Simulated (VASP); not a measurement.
# Ag (R-3m) in VASP: notebook

Ag is run at these levels: PBEsol; tasks: single point, relaxation of the atoms.

All numbers are computed with VASP 6.6.1; they aren't measurements. Logs are shortened: lines on timing, memory, paths and dates and some standing lists are left out, and cuts for length are marked.

## 1. The cell of the first run

The structure is trigonal, space group R-3m (No. 166). Conventional cell: a = 2.985 Å, b = 2.985 Å, c = 21.898 Å, α = 90.00°, β = 90.00°, γ = 120.00°. Ag (site symmetry 3m) has 12 Ag at 2.98 Å within 3.9 Å. Ag (site symmetry -3m) has 12 Ag at 2.98 Å within 3.9 Å.

## 2. Single point, PBEsol

Contents of INCAR:

```
SYSTEM = Ag
PREC     = Accurate       ! precision mode
ENCUT    = 520            ! plane-wave cutoff, eV
EDIFF    = 1E-6           ! SCF threshold, eV
ISMEAR   = -1             ! smearing method
SIGMA    = 0.05           ! smearing width, eV
LREAL    = .FALSE.        ! projectors in reciprocal space
LASPH    = .TRUE.         ! aspherical terms in the spheres
NELM     = 60             ! most SCF steps
ALGO     = Fast           ! electronic algorithm
ISIF     = 2              ! what is computed and relaxed
LWAVE    = .FALSE.        ! write WAVECAR
LCHARG   = .TRUE.         ! write CHGCAR
GGA      = PS             ! functional
LELF     = .TRUE.         ! ELF
LVHAR    = .TRUE.       
NBANDS   = 24             ! bands
```

Contents of KPOINTS:

```
regular mesh
0
G
  10 10 10
  0 0 0
```

Contents of POSCAR:

```
Ag
1.0
    1.4924315858      0.8616557778      7.2994588987
   -1.4924315858      0.8616557778      7.2994588987
    0.0000000000     -1.7233115556      7.2994588987
Ag
3
Direct
    0.2222810000      0.2222810000      0.2222810000
    0.7777190000      0.7777190000      0.7777190000
    0.0000000000      0.0000000000      0.0000000000
```

Potentials or basis: VASP PAW PBE potentials, release 64 (Ag).

On the command line:

```console
$ cat potpaw_PBE.64/Ag/POTCAR > POTCAR
$ mpirun -np 1 vasp_std > vasp.out
```

OUTCAR:

```text
SYSTEM = Ag
   PREC = Accurate
   ENCUT = 520
   EDIFF = 1E-6
   ISMEAR = -1
   LREAL = .FALSE.
   LASPH = .TRUE.
   NELM = 60
   ISIF = 2
   GGA = PS

 ion  position               nearest neighbor table
   1  0.222  0.222  0.222-   3 2.98   3 2.98   3 2.98   2 2.98   2 2.98   2 2.98
   2  0.778  0.778  0.778-   3 2.98   3 2.98   3 2.98   1 2.98   1 2.98   1 2.98
   3  0.000  0.000  0.000-   2 2.98   1 2.98   2 2.98   2 2.98   1 2.98   1 2.98

  LATTYP: Found a trigonal (rhomboedric) cell.
 ALAT       =     7.5001268610
 COS(alpha) =     0.9208079399

  Lattice vectors:

 A1 = (   1.4924315858,   0.8616557778,   7.2994588987)
 A2 = (  -1.4924315858,   0.8616557778,   7.2994588987)
 A3 = (   0.0000000000,  -1.7233115556,   7.2994588987)

Analysis of symmetry for initial positions (statically):
=====================================================================
 Subroutine PRICEL returns:
 Original cell was already a primitive cell.

 Routine SETGRP: Setting up the symmetry group for a
 trigonal (rhombohedral) supercell.

 Subroutine GETGRP returns: Found 12 space group operations
 (whereof 12 operations were pure point group operations)
 out of a pool of 12 trial point group operations.

The static configuration has the point symmetry D_3d.

Analysis of symmetry for dynamics (positions and initial velocities):
=====================================================================
 Subroutine PRICEL returns:
 Original cell was already a primitive cell.

 Routine SETGRP: Setting up the symmetry group for a
 trigonal (rhombohedral) supercell.

 Subroutine GETGRP returns: Found 12 space group operations
 (whereof 12 operations were pure point group operations)
 out of a pool of 12 trial point group operations.

The dynamic configuration has the point symmetry D_3d.

 Subroutine INISYM returns: Found 12 space group operations
 (whereof 12 operations are pure point group operations),
 and found     1 'primitive' translations

----------------------------------------------------------------------------------------

                                     Primitive cell

  volume of cell :      56.3210

  direct lattice vectors                    reciprocal lattice vectors
     1.492431586  0.861655778  7.299458899     0.335023732  0.193426042  0.045665485
    -1.492431586  0.861655778  7.299458899    -0.335023732  0.193426042  0.045665485
[... 79 lines left out ...]
   ISTART =      0    job   : 0-new  1-cont  2-samecut
   ICHARG =      2    charge: 1-file 2-atom 10-const
   ISPIN  =      1    spin polarized calculation?
   LNONCOLLINEAR =      F non collinear calculations
   LSORBIT =      F    spin-orbit coupling
   LASPH  =      T    aspherical Exc in radial PAW
   ENCUT  =  520.0 eV  38.22 Ry    6.18 a.u.  13.95 13.95 13.95*2*pi/ulx,y,z
   NELM   =     60;   NELMIN=  2; NELMDL= -5     # of ELM steps
   EDIFF  = 0.1E-05   stopping-criterion for ELM
   LREAL  =      F    real-space projection
   EDIFFG = 0.1E-04   stopping-criterion for IOM
   NSW    =      0    number of steps for IOM
   IBRION =     -1    ionic relax: 0-MD 1-quasi-New 2-CG
   NFREE  =      0    steps in history (QN), initial steepest desc. (CG)
   ISIF   =      2    stress and relaxation
   ISYM   =      2    0-nonsym 1-usesym 2-fastsym
   POTIM  = 0.5000    time-step for ionic-motion
   TEBEG  =    0.0;   TEEND  =   0.0 temperature during run
   PSTRESS=    0.0 pullay stress
   NELECT =      33.0000    total number of electrons
   NUPDOWN=      -1.0000    fix difference up-down
   EMIN   =  10.00;   EMAX   =-10.00  energy-range for DOS
   EFERMI =   0.00;   METHOD = LEGACY
   ISMEAR =    -1;   SIGMA  =   0.05  broadening in eV -4-tet -1-fermi 0-gaus
   EFERMI_NEDOS =   21; number of points for ismear=-14 and -15
   IALGO  =     68    algorithm
   IMIX   =      4    mixing-type and parameters
     AMIX     =   0.40;   BMIX     =  1.00
     AMIX_MAG =   1.60;   BMIX_MAG =  1.00
  volume/ion in A,a.u.               =      18.77       126.69
  Fermi-wavevector in a.u.,A,eV,Ry     =   1.369902  2.588739 25.533113  1.876631
  Thomas-Fermi vector in A             =   2.495736
   LORBIT       =      0    0 simple, 1 ext, 2 COOP (PROOUT), +10 PAW based schemes
   GGA     = PS    functional components
   LHFCALC =     F    Hartree Fock is set to
   AEXX    =    0.0000 exact exchange contribution
   IVDW    =     0    specifies the selected vdW correction
   LEPSILON=     F    determine dielectric tensor
   LRPA    =     F    only Hartree local field effects (RPA)
 non-spin polarized calculation
 RMM-DIIS sequential band-by-band and
  energy-cutoff  :      520.00
  volume of cell :       56.32
 maximum number of plane-waves:      1551
   NGX = 27   NGY = 27   NGZ = 27

 number of electron      33.0000002 magnetization

 Free energy of the ion-electron system (eV)
  ---------------------------------------------------
  ext. energy  EPLUGINS =         0.00000000
  ---------------------------------------------------
  free energy    TOTEN  =        -9.67730786 eV

  energy without entropy =       -9.66958265  energy(sigma->0) =       -9.67344525

 E-fermi :   6.8935     XC(G=0): -11.8449

 val. band max:        6.8836244647   @ k =  -0.2000  -0.3000   0.1000
 cond. band min:       6.9185077475   @ k =  -0.1000   0.3000   0.1000
 fundamental gap:      0.0348832828
 Fermi energy:         6.8934921849

 k-point     1 :       0.0000    0.0000    0.0000
  band No.  band energies     occupation
      1      -0.1800      2.00000
      2       1.2488      2.00000
      3       1.2537      2.00000
      4       2.5182      2.00000
      5       2.5182      2.00000
      6       2.5301      2.00000
[... 637 lines left out ...]
     23      18.4628      0.00000
     24      19.3105      0.00000

 [... further k-points ...]
[... 5 lines left out ...]
  --------------------------------------------------------------------------------------
  -------------------------------------------------------------------------------------
  Total       -3.3793003     -3.3793003     -3.5658794      0.0000000     -0.0000000      0.0000000
  in kB      -96.1318326    -96.1318326   -101.4394955      0.0000000     -0.0000000      0.0000000
  external PRESSURE =     -97.9010536 kB  Pullay stress =       0.0000000 kB

 VOLUME and BASIS-vectors are now :
 -----------------------------------------------------------------------------
  energy-cutoff  :      520.00
  volume of cell :       56.32
      direct lattice vectors                 reciprocal lattice vectors
     1.492431586  0.861655778  7.299458899     0.335023732  0.193426042  0.045665485
    -1.492431586  0.861655778  7.299458899    -0.335023732  0.193426042  0.045665485
     0.000000000 -1.723311556  7.299458899     0.000000000 -0.386852084  0.045665485

 POSITION                                       TOTAL-FORCE (eV/Angst)
 -----------------------------------------------------------------------------------
      0.00000      0.00000      4.86759         0.000000     -0.000000      0.002025
      0.00000      0.00000     17.03078         0.000000      0.000000     -0.002025
      0.00000      0.00000      0.00000         0.000000      0.000000      0.000000
 -----------------------------------------------------------------------------------
    total drift:                               -0.000000     -0.000000      0.000000

  FREE ENERGIE OF THE ION-ELECTRON SYSTEM (eV)
  ---------------------------------------------------
  free  energy   TOTEN  =        -9.6773078586 eV

  energy  without entropy=       -9.6695826491  energy(sigma->0) =       -9.67344525
```

stdout:

```text
POSCAR found type information on POSCAR Ag
 POSCAR found :  1 types and       3 ions
 scaLAPACK will be used
 -----------------------------------------------------------------------------
|                                                                             |
|                                                                             |
|     You enforced a specific xc type in the INCAR file but a different       |
|     I HOPE YOU KNOW WHAT YOU ARE DOING!                                     |
|                                                                             |
 -----------------------------------------------------------------------------

 LDA part: xc-table for (Slater+PW92), standard interpolation
 POSCAR, INCAR and KPOINTS ok, starting setup
 FFT: planning ... GRIDC
 FFT: planning ... GRID_SOFT
 FFT: planning ... GRID
 WAVECAR not read
 entering main loop
```

Run time: 15 min. Hardware: 1 thread of Intel Xeon Platinum 8488C (Sapphire Rapids), shared host; peak memory 0.47 GiB.

What came out:

```yaml
Free_energy: -9.6773 eV
Pressure: -9.8 GPa
Band_gap_on_the_k_mesh: zero (an odd number of electrons rules out a gap without spin polarisation)
```

Forces in eV/Å, atoms in the order of the input:
```
Ag   0.000  0.000  0.002
Ag   0.000  0.000 -0.002
Ag   0.000  0.000  0.000
```

Levels at points of the mesh, in eV from the Fermi level:
| k point | band 15 | band 16 | band 17 | band 18 | band 19 | band 20 |
| --- | --- | --- | --- | --- | --- | --- |
| (0.00, 0.00, 0.00) | -3.01 | -3.01 | -2.97 | -2.96 | 7.43 | 7.45 |
| (0.50, 0.00, 0.00) | -2.71 | 0.08 | 1.21 | 1.29 | 4.47 | 4.75 |
| (0.50, 0.50, 0.00) | -2.68 | 0.43 | 0.58 | 1.44 | 3.66 | 5.62 |
| (0.50, 0.50, 0.50) | -3.39 | -2.88 | -2.88 | -0.12 | 3.17 | 13.52 |

Caveat: the cell stands under tension; the PAW data sets were made with another functional, which shifts forces and pressure a little.

## 3. Single point, PBEsol

This run uses another cell than the first one, of 19.13 Å³/atom.

Contents of INCAR:

```
  PREC = Accurate
  ENCUT = 520
  EDIFF = 1E-6
  ISMEAR = -1
  SIGMA = 0.05
  LREAL = False
  LASPH = True
  NELM = 60
  ALGO = Fast
  ISIF = 2
  LWAVE = False
  LCHARG = False
  GGA = PS
  NBANDS = 24
```

Contents of KPOINTS:

```
regular mesh
0
Gamma
  10 10 10
```

Contents of POSCAR:

```
Ag
1.0
    1.5019377757      0.8671441792      7.3459535211
   -1.5019377757      0.8671441792      7.3459535211
    0.0000000000     -1.7342883582      7.3459535211
Ag
3
Direct
    0.2222810000      0.2222810000      0.2222810000
    0.7777190000      0.7777190000      0.7777190000
    0.0000000000      0.0000000000      0.0000000000
```

Potentials or basis: VASP PAW PBE potentials, release 64 (Ag).

On the command line:

```console
$ cat potpaw_PBE.64/Ag/POTCAR > POTCAR
$ mpirun -np 1 vasp_std > vasp.out
```

Wall time 17 min (1 thread of Intel Xeon Platinum 8488C (Sapphire Rapids), shared host); peak memory 0.47 GiB.

Results (log left out):

```yaml
Free_energy: -9.6080 eV
Pressure: -10.8 GPa
Band_gap_on_the_k_mesh: zero (an odd number of electrons rules out a gap without spin polarisation)
```

Forces on the atoms (eV/Å):
```
Ag   0.000  0.000  0.002
Ag   0.000  0.000 -0.002
Ag   0.000  0.000  0.000
```

Stress tensor (GPa, compression positive):
```
-10.60   0.00   0.00
  0.00 -10.60   0.00
  0.00   0.00 -11.14
```

Levels at points of the mesh, in eV from the Fermi level:
| k point | band 14 | band 15 | band 16 | band 17 | band 18 | band 19 | band 20 | band 21 |
| --- | --- | --- | --- | --- | --- | --- | --- | --- |
| (0.00, 0.00, 0.00) | -3.10 | -3.00 | -3.00 | -2.91 | -2.91 | 7.32 | 7.34 | 15.23 |
| (0.50, 0.00, 0.00) | -2.72 | -2.71 | 0.10 | 1.19 | 1.30 | 4.37 | 4.67 | 5.72 |
| (0.50, 0.50, 0.00) | -2.71 | -2.68 | 0.46 | 0.58 | 1.41 | 3.57 | 5.54 | 7.51 |
| (0.50, 0.50, 0.50) | -3.36 | -3.36 | -2.87 | -2.87 | -0.07 | 3.08 | 13.39 | 13.43 |

Caveat: the cell stands under tension; the PAW data sets were made with another functional, which shifts forces and pressure a little.

## 4. Relaxation of the atoms, PBEsol

This run uses another cell than the first one, of 17.69 Å³/atom.

Contents of INCAR:

```
SYSTEM = Ag
PREC = Accurate ; ENCUT = 520
EDIFF = 1E-7 ; ISMEAR = -1
SIGMA = 0.05 ; LREAL = .False.
LASPH = .True. ; NELM = 60
ALGO = Fast ; ISIF = 2
LWAVE = .False. ; LCHARG = .False.
GGA = PS ; IBRION = 2
NSW = 60 ; EDIFFG = -0.01
```

Contents of KPOINTS:

```
Automatic mesh
0
Gamma
  9 9 9
  0 0 0
```

Contents of POSCAR:

```
Ag
1.0
    1.4730471633      0.8504641763      7.0605570000
   -1.4730471633      0.8504641763      7.0605570000
    0.0000000000     -1.7009283525      7.0605570000
Ag
3
Direct
    0.2222810000      0.2222810000      0.2222810000
    0.7777190000      0.7777190000      0.7777190000
    0.0000000000      0.0000000000      0.0000000000
```

Potentials or basis: VASP PAW PBE potentials, release 64 (Ag).

On the command line:

```console
$ cat potpaw_PBE.64/Ag/POTCAR > POTCAR
$ mpirun -np 1 vasp_std > vasp.out
```

OUTCAR:

```text
SYSTEM = Ag
   PREC = Accurate
   ENCUT = 520
   EDIFF = 1E-7
   ISMEAR = -1
   LREAL = .False.
   LASPH = .True.
   NELM = 60
   ISIF = 2
   GGA = PS
   IBRION = 2
   NSW = 60
   EDIFFG = -0.01

 ion  position               nearest neighbor table
   1  0.222  0.222  0.222-   3 2.90   3 2.90   3 2.90   2 2.91   2 2.91   2 2.91
   2  0.778  0.778  0.778-   3 2.90   3 2.90   3 2.90   1 2.91   1 2.91   1 2.91
   3  0.000  0.000  0.000-   2 2.90   1 2.90   2 2.90   2 2.90   1 2.90   1 2.90

[... 744 lines left out ...]
     19      12.0798      0.00000
     20      13.0136      0.00000

 [... further k-points ...]
[... 5 lines left out ...]
  --------------------------------------------------------------------------------------
  -------------------------------------------------------------------------------------
  Total       -2.4613239     -2.4613239     -1.2262180      0.0000000     -0.0000000      0.0000000
  in kB      -74.3047292    -74.3047292    -37.0182079      0.0000000     -0.0000000      0.0000000
  external PRESSURE =     -61.8758888 kB  Pullay stress =       0.0000000 kB

 VOLUME and BASIS-vectors are now :
 -----------------------------------------------------------------------------
  energy-cutoff  :      520.00
  volume of cell :       53.07
      direct lattice vectors                 reciprocal lattice vectors
     1.473047163  0.850464176  7.060557000     0.339432445  0.195971413  0.047210628
    -1.473047163  0.850464176  7.060557000    -0.339432445  0.195971413  0.047210628
     0.000000000 -1.700928353  7.060557000     0.000000000 -0.391942827  0.047210628

 POSITION                                       TOTAL-FORCE (eV/Angst)
 -----------------------------------------------------------------------------------
      0.00000      0.00000      4.70828        -0.000000      0.000000      0.006725
      0.00000      0.00000     16.47339        -0.000000     -0.000000     -0.006725
      0.00000      0.00000      0.00000         0.000000      0.000000     -0.000000
 -----------------------------------------------------------------------------------
    total drift:                                0.000000     -0.000000      0.000000

  FREE ENERGIE OF THE ION-ELECTRON SYSTEM (eV)
  ---------------------------------------------------
  free  energy   TOTEN  =        -9.8763235469 eV

  energy  without entropy=       -9.8703333073  energy(sigma->0) =       -9.87332843

 reached required accuracy - stopping structural energy minimisation
```

OSZICAR:

```text
N       E                     dE             d eps       ncg     rms          rms(c)
DAV:   1     0.208126817911E+03    0.20813E+03   -0.16902E+04  3440   0.159E+03
DAV:   2    -0.670660896591E+01   -0.21483E+03   -0.20340E+03  3472   0.345E+02
DAV:   3    -0.108676004115E+02   -0.41610E+01   -0.41260E+01  3812   0.539E+01
DAV:   4    -0.108883989798E+02   -0.20799E-01   -0.20795E-01  3628   0.367E+00
DAV:   5    -0.108885699944E+02   -0.17101E-03   -0.17101E-03  3788   0.366E-01    0.877E+00
RMM:   6    -0.990115049406E+01    0.98742E+00   -0.34964E+00  3400   0.157E+01    0.524E+00
RMM:   7    -0.988618272146E+01    0.14968E-01   -0.16148E-01  3400   0.253E+00    0.315E+00
RMM:   8    -0.987686469869E+01    0.93180E-02   -0.13645E-02  3400   0.108E+00    0.486E-01
RMM:   9    -0.987628629686E+01    0.57840E-03   -0.34594E-03  3400   0.464E-01    0.317E-02
RMM:  10    -0.987632318742E+01   -0.36891E-04   -0.34874E-04  3400   0.100E-01    0.304E-02
RMM:  11    -0.987632244015E+01    0.74728E-06   -0.29994E-05  3400   0.442E-02    0.213E-02
RMM:  12    -0.987632353159E+01   -0.10914E-05   -0.63841E-06  3416   0.191E-02    0.563E-03
RMM:  13    -0.987632365028E+01   -0.11868E-06   -0.14006E-06  2999   0.795E-03    0.555E-03
RMM:  14    -0.987632377566E+01   -0.12538E-06   -0.16956E-06  3401   0.107E-02    0.131E-02
RMM:  15    -0.987632354913E+01    0.22653E-06   -0.21996E-06  3400   0.128E-02    0.740E-04
RMM:  16    -0.987632354695E+01    0.21814E-08   -0.74488E-08  1855   0.200E-03
   1 F= -.98763235E+01 E0= -.98733284E+01  d E =-.987632E+01
```

CONTCAR:

```text
Ag
   1.00000000000000
     1.4730471633000000    0.8504641763000000    7.0605570000000002
    -1.4730471633000000    0.8504641763000000    7.0605570000000002
     0.0000000000000000   -1.7009283525000001    7.0605570000000002
  Ag
     3
Direct
     0.2222810000000024    0.2222810000000024    0.2222810000000024
     0.7777189999999976    0.7777189999999976    0.7777189999999976
     0.0000000000000000    0.0000000000000000    0.0000000000000000

  0.00000000E+00  0.00000000E+00  0.00000000E+00
  0.00000000E+00  0.00000000E+00  0.00000000E+00
  0.00000000E+00  0.00000000E+00  0.00000000E+00
```

Wall time 11 min (1 thread of Intel Xeon Platinum 8259CL at 2.50GHz (Skylake/Cascade Lake), shared host); peak memory 0.41 GiB.

What came out:

| Quantity | Value |
| --- | --- |
| Free energy | -9.8763 eV |
| Pressure after relaxing | -6.2 GPa |
| Largest force after relaxing | 0.007 eV/Å |
| Band gap on the k mesh | zero (an odd number of electrons rules out a gap without spin polarisation) |

Forces in eV/Å, atoms in the order of the input:
```
Ag   0.000  0.000  0.007
Ag   0.000  0.000 -0.007
Ag   0.000  0.000  0.000
```

Final structure:
```yaml
crystal:
  lattice:
    - [1.47305, 0.85046, 7.06056]
    - [-1.47305, 0.85046, 7.06056]
    - [0.00000, -1.70093, 7.06056]
  atoms:
    - { symbol: Ag, position: [0.22228, 0.22228, 0.22228] }
    - { symbol: Ag, position: [0.77772, 0.77772, 0.77772] }
    - { symbol: Ag, position: [0.00000, 0.00000, 0.00000] }
```

Caveat: the relaxation stopped at its first step, so nothing moved; the PAW data sets were made with another functional, which shifts forces and pressure a little.

(Continued in part 2 of 2.)
